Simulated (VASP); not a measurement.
# WSe2 in VASP: single point with PBE+D3(BJ)

Aim: the single point of WSe2 with PBE+D3(BJ).

Everything below comes from runs of VASP 6.6.1. Logs are shortened: lines on timing, memory, paths and dates and some standing lists are left out, and cuts for length are marked.

## (1) The cell of the first run

The cell holds a slab with vacuum, 6 atoms: a = 3.285 Å, b = 3.285 Å, c = 24.239 Å, α = 90.00°, β = 90.00°, γ = 120.00°.

## (2) Single point, PBE+D3(BJ)

The input, INCAR:

```
ALGO = Normal
DIPOL = 0.5 0.5 0.397
EDIFF = 1E-6
ENCUT = 520
GGA = PE
IDIPOL = 3
ISIF = 2
ISMEAR = 0
IVDW = 12
LASPH = True
LCHARG = False
LDIPOL = True
LREAL = False
LWAVE = False
NBANDS = 35
NELM = 80
PREC = Accurate
SIGMA = 0.05
```

The input, KPOINTS:

```
k-points
0
Gamma
  9 9 1
```

The input, POSCAR:

```
WSe2
1.0
    3.2854926884      0.0000000000      0.0000000000
   -1.6427463442      2.8453201321      0.0000000000
    0.0000000000      0.0000000000     24.2386466672
Se W
4 2
Direct
    0.3333333333      0.6666666667      0.1856539295
    0.3333333333      0.6666666667      0.3246601777
    0.5000000000      1.0000000000      0.4694702427
    0.5000000000      1.0000000000      0.6084764909
    0.6666666667      0.3333333333      0.2551570536
    0.8333333333      0.6666666667      0.5389733668
```

Potentials or basis: VASP PAW PBE potentials, release 64 (Se, W_sv).

The run is started by

```sh
$ cat potpaw_PBE.64/Se/POTCAR potpaw_PBE.64/W_sv/POTCAR > POTCAR
$ mpirun -np 1 vasp_std > vasp.out
```

OUTCAR:

```text
EDIFF = 1E-6
   ENCUT = 520
   GGA = PE
   ISIF = 2
   ISMEAR = 0
   IVDW = 12
   LASPH = True
   LREAL = False
   NELM = 80
   PREC = Accurate
 IVDW          = 12

 ion  position               nearest neighbor table
   1  0.333  0.667  0.186-   5 2.54   5 2.54   5 2.54
   2  0.333  0.667  0.325-   5 2.54   5 2.54   5 2.54
   3  0.500  0.000  0.469-   6 2.54   6 2.54   6 2.54
   4  0.500  0.000  0.608-   6 2.54   6 2.54   6 2.54
   5  0.667  0.333  0.255-   2 2.54   1 2.54   2 2.54   1 2.54   2 2.54   1 2.54
   6  0.833  0.667  0.539-   3 2.54   4 2.54   3 2.54   4 2.54   3 2.54   4 2.54

  LATTYP: Found a hexagonal cell.
 ALAT       =     3.2854926884
 C/A-ratio  =     7.3774769771

  Lattice vectors:

 A1 = (   3.2854926884,   0.0000000000,   0.0000000000)
 A2 = (  -1.6427463442,   2.8453201321,   0.0000000000)
 A3 = (   0.0000000000,   0.0000000000,  24.2386466672)

Analysis of symmetry for initial positions (statically):
=====================================================================
 Subroutine PRICEL returns:
 Original cell was already a primitive cell.

 Routine SETGRP: Setting up the symmetry group for a
 hexagonal supercell.

 Subroutine GETGRP returns: Found  2 space group operations
 (whereof  2 operations were pure point group operations)
 out of a pool of 24 trial point group operations.

The static configuration has the point symmetry C_1h.

Analysis of symmetry for dynamics (positions and initial velocities):
=====================================================================
 Subroutine PRICEL returns:
 Original cell was already a primitive cell.

 Routine SETGRP: Setting up the symmetry group for a
 hexagonal supercell.

 Subroutine GETGRP returns: Found  2 space group operations
 (whereof  2 operations were pure point group operations)
 out of a pool of 24 trial point group operations.

The dynamic configuration has the point symmetry C_1h.

 Subroutine INISYM returns: Found  2 space group operations
 (whereof  2 operations are pure point group operations),
 and found     1 'primitive' translations

----------------------------------------------------------------------------------------

                                     Primitive cell

  volume of cell :     226.5896

  direct lattice vectors                    reciprocal lattice vectors
     3.285492688  0.000000000  0.000000000     0.304368353  0.175727151  0.000000000
    -1.642746344  2.845320132  0.000000000     0.000000000  0.351454302  0.000000000
     0.000000000  0.000000000 24.238646667     0.000000000  0.000000000  0.041256429

  length of vectors
     3.285492688  3.285492688 24.238646667     0.351454302  0.351454302  0.041256429

  position of ions in fractional coordinates (direct lattice)
     0.333333333  0.666666667  0.185653929
     0.333333333  0.666666667  0.324660178
     0.500000000  0.000000000  0.469470243
     0.500000000  0.000000000  0.608476491
     0.666666667  0.333333333  0.255157054
     0.833333333  0.666666667  0.538973367

  ion indices of the primitive-cell ions
   primitive index   ion index
                 1           1
                 2           2
                 3           3
                 4           4
                 5           5
                 6           6

----------------------------------------------------------------------------------------

 KPOINTS: k-points

Automatic generation of k-mesh.
 Grid dimensions read from file:
 generate k-points for:    9    9    1

 Generating k-lattice:

  Cartesian coordinates                     Fractional coordinates (reciprocal lattice)
     0.033818706  0.019525239  0.000000000     0.111111111  0.000000000  0.000000000
     0.000000000  0.039050478  0.000000000     0.000000000  0.111111111  0.000000000
     0.000000000  0.000000000  0.041256429     0.000000000  0.000000000  1.000000000

  Length of vectors
     0.039050478  0.039050478  0.041256429

  Shift w.r.t. Gamma in fractional coordinates (k-lattice)
     0.000000000  0.000000000  0.000000000

 Subroutine IBZKPT returns following result:
 ===========================================

 Found     25 irreducible k-points:

 Following reciprocal coordinates:
            Coordinates               Weight
  0.000000  0.000000  0.000000      1.000000
  0.111111 -0.000000  0.000000      4.000000
  0.000000  0.111111  0.000000      2.000000
  0.222222 -0.000000  0.000000      4.000000
  0.000000  0.222222  0.000000      2.000000
  0.333333 -0.000000  0.000000      4.000000
[... 16 lines left out ...]
 -0.222222 -0.444444  0.000000      4.000000
  0.444444  0.333333  0.000000      4.000000
   k-points           NKPTS =     25   k-points in BZ     NKDIM =     25   number of bands    NBANDS=     35
   number of dos      NEDOS =    301   number of ions     NIONS =      6
   total plane-waves  NPLWV = 103680
   dimension x,y,z NGX =    24 NGY =   24 NGZ =  180
   dimension x,y,z NGXF=    48 NGYF=   48 NGZF=  360
   ions per type =               4   2
   NGX,Y,Z   is equivalent  to a cutoff of  12.14, 12.14, 12.35 a.u.
   NGXF,Y,Z  is equivalent  to a cutoff of  24.29, 24.29, 24.69 a.u.
 SYSTEM =  unknown system
   PREC   = accura    normal or accurate (medium, high low for compatibility)
   ISTART =      0    job   : 0-new  1-cont  2-samecut
   ICHARG =      2    charge: 1-file 2-atom 10-const
   ISPIN  =      1    spin polarized calculation?
   LNONCOLLINEAR =      F non collinear calculations
   LSORBIT =      F    spin-orbit coupling
   LASPH  =      T    aspherical Exc in radial PAW
   ENCUT  =  520.0 eV  38.22 Ry    6.18 a.u.   6.11  6.11 45.07*2*pi/ulx,y,z
   NELM   =     80;   NELMIN=  2; NELMDL= -5     # of ELM steps
   EDIFF  = 0.1E-05   stopping-criterion for ELM
   LREAL  =      F    real-space projection
   EDIFFG = 0.1E-04   stopping-criterion for IOM
   NSW    =      0    number of steps for IOM
   IBRION =     -1    ionic relax: 0-MD 1-quasi-New 2-CG
   NFREE  =      0    steps in history (QN), initial steepest desc. (CG)
   ISIF   =      2    stress and relaxation
   ISYM   =      2    0-nonsym 1-usesym 2-fastsym
   POTIM  = 0.5000    time-step for ionic-motion
   TEBEG  =    0.0;   TEEND  =   0.0 temperature during run
   PSTRESS=    0.0 pullay stress
   NELECT =      52.0000    total number of electrons
   NUPDOWN=      -1.0000    fix difference up-down
   EMIN   =  10.00;   EMAX   =-10.00  energy-range for DOS
   EFERMI =   0.00;   METHOD = LEGACY
   ISMEAR =     0;   SIGMA  =   0.05  broadening in eV -4-tet -1-fermi 0-gaus
   EFERMI_NEDOS =   21; number of points for ismear=-14 and -15
   IALGO  =     38    algorithm
   IMIX   =      4    mixing-type and parameters
     AMIX     =   0.40;   BMIX     =  1.00
     AMIX_MAG =   1.60;   BMIX_MAG =  1.00
  volume/ion in A,a.u.               =      37.76       254.85
  Fermi-wavevector in a.u.,A,eV,Ry     =   1.002296  1.894065 13.668372  1.004597
  Thomas-Fermi vector in A             =   2.134774
   LORBIT       =      0    0 simple, 1 ext, 2 COOP (PROOUT), +10 PAW based schemes
   GGA     = PE    functional components
   LHFCALC =     F    Hartree Fock is set to
   AEXX    =    0.0000 exact exchange contribution
   IVDW    =    12    specifies the selected vdW correction
   LEPSILON=     F    determine dielectric tensor
   LRPA    =     F    only Hartree local field effects (RPA)
 non-spin polarized calculation
 Gauss-broadening in eV      SIGMA  =   0.05
  energy-cutoff  :      520.00
  volume of cell :      226.59
 maximum number of plane-waves:      6144
   NGX = 13   NGY = 13   NGZ = 91

 dipolmoment           0.000000      0.000000     -0.000080 electrons x Angstroem

 number of electron      51.9999987 magnetization

 dipolmoment           0.000000      0.000000      0.000455 electrons x Angstroem

 Free energy of the ion-electron system (eV)
  ---------------------------------------------------
  ext. energy  EPLUGINS =         0.00000000
  ---------------------------------------------------
  free energy    TOTEN  =       -43.18294991 eV

  energy without entropy =      -43.18294991  energy(sigma->0) =      -43.18294991

 E-fermi :   1.2970     XC(G=0):  -6.2592

 val. band max:        0.8804694094   @ k =   0.3333   0.3333   0.0000
 cond. band min:       2.4123825599   @ k =  -0.3333   0.2222   0.0000
 fundamental gap:      1.5319131505
 Fermi energy:         1.2969640570

 k-point     1 :       0.0000    0.0000    0.0000
  band No.  band energies     occupation
      1     -73.1825      2.00000
      2     -73.1744      2.00000
      3     -37.4292      2.00000
      4     -37.4210      2.00000
      5     -37.2941      2.00000
      6     -37.2933      2.00000
[... 27 lines left out ...]
     34       4.0254      0.00000
     35       5.1907      0.00000

 k-point     2 :       0.1111   -0.0000    0.0000
  band No.  band energies     occupation
      1     -73.1813      2.00000
      2     -73.1732      2.00000
      3     -37.4239      2.00000
      4     -37.4157      2.00000
      5     -37.3213      2.00000
      6     -37.3136      2.00000
[... 27 lines left out ...]
     34       4.1534      0.00000
     35       5.6081      0.00000

 k-point     3 :       0.0000    0.1111    0.0000
  band No.  band energies     occupation
      1     -73.1813      2.00000
      2     -73.1732      2.00000
      3     -37.4239      2.00000
      4     -37.4157      2.00000
      5     -37.3219      2.00000
      6     -37.3132      2.00000
[... 27 lines left out ...]
     34       4.1719      0.00000
     35       5.6097      0.00000
[... 723 lines left out ...]
 k-point    23 :      -0.2222   -0.4444    0.0000
  band No.  band energies     occupation
      1     -73.1714      2.00000
      2     -73.1633      2.00000
      3     -37.4924      2.00000
      4     -37.4839      2.00000
      5     -37.4034      2.00000
      6     -37.3960      2.00000
[... 27 lines left out ...]
     34       5.5997      0.00000
     35       6.2593      0.00000

 k-point    24 :       0.4444    0.3333    0.0000
  band No.  band energies     occupation
      1     -73.1714      2.00000
      2     -73.1633      2.00000
      3     -37.4918      2.00000
      4     -37.4843      2.00000
      5     -37.4041      2.00000
      6     -37.3957      2.00000
[... 27 lines left out ...]
     34       5.6628      0.00000
     35       6.1451      0.00000

 [... further k-points ...]

------------------------ aborting loop because EDIFF is reached ----------------------------------------

 vacuum level on the upper side and lower side of the slab       (xc-potential included)        -0.108        -0.117

 Edisp (eV)   -2.32076

 E8    (eV) :    -1.0666

  FORCE on cell =-STRESS in cart. coord.  units (eV):
  Direction    XX          YY          ZZ          XY          YZ          ZX
  --------------------------------------------------------------------------------------
  -------------------------------------------------------------------------------------
  Total      -0.02806     0.04256    -0.01277     0.00000     0.24104     0.00000
  in kB      -0.19838     0.30095    -0.09029     0.00000     1.70435     0.00000
  external pressure =        0.00 kB  Pullay stress =        0.00 kB

 VOLUME and BASIS-vectors are now :
 -----------------------------------------------------------------------------
  energy-cutoff  :      520.00
  volume of cell :      226.59
      direct lattice vectors                 reciprocal lattice vectors
     3.285492688  0.000000000  0.000000000     0.304368353  0.175727151  0.000000000
    -1.642746344  2.845320132  0.000000000     0.000000000  0.351454302  0.000000000
     0.000000000  0.000000000 24.238646667     0.000000000  0.000000000  0.041256429

 POSITION                                       TOTAL-FORCE (eV/Angst)
 -----------------------------------------------------------------------------------
     -0.00000      1.89688      4.50000        -0.000000      0.001738     -0.038867
     -0.00000      1.89688      7.86932        -0.000000     -0.047851      0.058391
      1.64275      0.00000     11.37932         0.000000      0.045580     -0.056062
      1.64275      0.00000     14.74865        -0.000000      0.000245      0.040088
      1.64275      0.94844      6.18466        -0.000000     -0.012065      0.022429
      1.64275      1.89688     13.06399        -0.000000      0.012353     -0.025978
 -----------------------------------------------------------------------------------
    total drift:                               -0.000000      0.000141     -0.000233

  FREE ENERGIE OF THE ION-ELECTRON SYSTEM (eV)
  ---------------------------------------------------
  free  energy   TOTEN  =       -45.5037124481 eV

  energy  without entropy=      -45.5037124481  energy(sigma->0) =      -45.50371245

 vacuum level on the upper side and lower side of the slab         5.834         5.826
```

Wall time 2 min (1 thread of Intel Xeon 6975P-C (Granite Rapids), shared host); peak memory 0.41 GiB.

What came out:

| Property | Result |
| --- | --- |
| Free energy | -45.5037 eV |
| Largest force | 0.075 eV/Å |
| Band gap on the k mesh | 1.53 eV, indirect (least direct gap 1.64 eV) |
| Dispersion energy per atom | -0.387 eV |

Forces on the atoms (eV/Å):
```
Se   0.000  0.002 -0.039
Se   0.000 -0.048  0.058
Se   0.000  0.046 -0.056
Se   0.000  0.000  0.040
W    0.000 -0.012  0.022
W    0.000  0.012 -0.026
```

Caveat: spin-orbit coupling is left out, which moves the levels of the heavy elements.
